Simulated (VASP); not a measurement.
Mo:

```
CELL_PARAMETERS angstrom
-1.58381 1.58381 1.58381
1.58381 -1.58381 1.58381
1.58381 1.58381 -1.58381
ATOMIC_POSITIONS crystal
Mo 0.00000 0.00000 0.00000
```

Base run:

- Program: VASP 6.6.1
- Functional: LDA
- Potentials or basis: VASP PAW LDA potentials, release 64 (Mo_sv)
- Cutoff: 520 eV
- k mesh: 10 × 10 × 10
- Occupations: fermi-dirac, width 0.1 eV
- Spin: no spin polarisation

Its results: band gap on the k mesh zero (band 7 reaches 16.13 eV, above the bottom of band 8 at 10.86 eV); pressure -13.1 GPa.

Q: The run is repeated on the same cell with these changes: functional from LDA to r2SCAN; potentials or basis from VASP PAW LDA potentials, release 64 (Mo_sv) to VASP PAW PBE potentials, release 64 (Mo_sv). What comes out?

A: Band gap on the k mesh zero (band 7 reaches 16.34 eV, above the bottom of band 8 at 10.90 eV); pressure -3.1 GPa.

Caveats: the PAW data sets were made with another functional, which shifts forces and pressure a little (some runs).
